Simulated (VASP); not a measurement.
# MgBe2S3: relaxation of cell and atoms with PBE

Crystal: MgBe2S3.

```
CELL_PARAMETERS angstrom
3.86371 0.00000 0.00000
0.00000 3.86371 0.00000
0.00000 0.00000 8.38124
ATOMIC_POSITIONS crystal
Mg 0.00000 0.00000 0.00000
Be 0.50000 0.00000 0.50000
Be 0.00000 0.50000 0.50000
S 0.50000 0.50000 0.87053
S 0.50000 0.50000 0.12947
S 0.50000 0.50000 0.50000
```

The cell was built from a structure type or drawn by symmetry, and may not be a known phase.

```yaml
Program: VASP 6.6.1
Task: relaxation of cell and atoms
Functional: PBE
Potentials_or_basis: VASP PAW PBE potentials, release 64 (Mg, Be, S)
Cutoff: 600 eV
k_mesh: 10 × 10 × 6
Occupations: gaussian, width 0.1 eV
Spin: no spin polarisation
Dipole_correction: no
Further_INCAR_settings: ALGO = Normal; EDIFF = 1e-06; IBRION = 2; EDIFFG = -0.01; NSW = 100; ISIF = 3
```

| Property | Result |
| --- | --- |
| Relaxed volume | 20.94 Å³/atom |
| Relaxed cell | a = 3.851 Å, b = 3.851 Å, c = 8.474 Å, α = 90.00°, β = 90.00°, γ = 90.00° |
| Space group after relaxing (to 0.1 Å) | P4/mmm (No. 123) |
| Energy gained by relaxing | 0.4 meV/atom |
| Ionic steps | 8 |
| Pressure after relaxing | 0.0 GPa |
| Largest force after relaxing | 0.009 eV/Å |
| Band gap on the k mesh | zero (bands 12 and 13 overlap by 1.18 eV) |

Forces in eV/Å, atoms in the order of the input:
```
Mg   0.000  0.000  0.000
Be   0.000  0.000  0.000
Be   0.000  0.000  0.000
S    0.000  0.000  0.009
S    0.000  0.000 -0.009
S    0.000  0.000  0.000
```

The path:
```csv
step,energy change (eV),largest force (eV/Å),pressure (GPa),volume (Å³)
1,0.0000,0.0712,-0.23,125.12
2,-0.0011,0.0045,0.03,124.58
3,-0.0011,0.0270,0.12,124.42
4,-0.0011,0.0214,0.10,124.46
5,-0.0015,0.0284,0.10,124.55
6,-0.0015,0.0509,0.10,124.58
7,-0.0018,0.0396,0.07,124.88
8,-0.0022,0.0095,-0.01,125.64
```

Final structure:
```
CELL_PARAMETERS angstrom
3.85056 0.00000 0.00000
0.00000 3.85056 0.00000
0.00000 0.00000 8.47366
ATOMIC_POSITIONS crystal
Mg 0.00000 0.00000 0.00000
Be 0.50000 0.00000 0.50000
Be 0.00000 0.50000 0.50000
S 0.50000 0.50000 0.87211
S 0.50000 0.50000 0.12789
S 0.50000 0.50000 0.50000
```

Levels at points of the mesh, in eV from the Fermi level:
```
           k point  band 10  band 11  band 12  band 13  band 14  band 15
(0.00, 0.00, 0.00)    -1.45    -1.13    -1.13    -0.46     0.79     1.97
(0.50, 0.00, 0.00)    -3.31    -0.86     0.39     0.56     1.07     1.64
(0.50, 0.50, 0.00)    -3.28    -2.68    -2.68    -0.38     1.04     1.04
(0.00, 0.00, 0.50)    -1.43    -1.09    -1.09    -0.76     0.80     0.91
(0.50, 0.00, 0.50)    -3.06    -0.82    -0.24     0.39     1.07     1.36
(0.50, 0.50, 0.50)    -3.27    -2.49    -2.49    -0.49     0.57     0.57
```

Run time: 17 min on 1 thread of Intel Xeon 8259CL (shared host), peak memory 0.43 GiB.
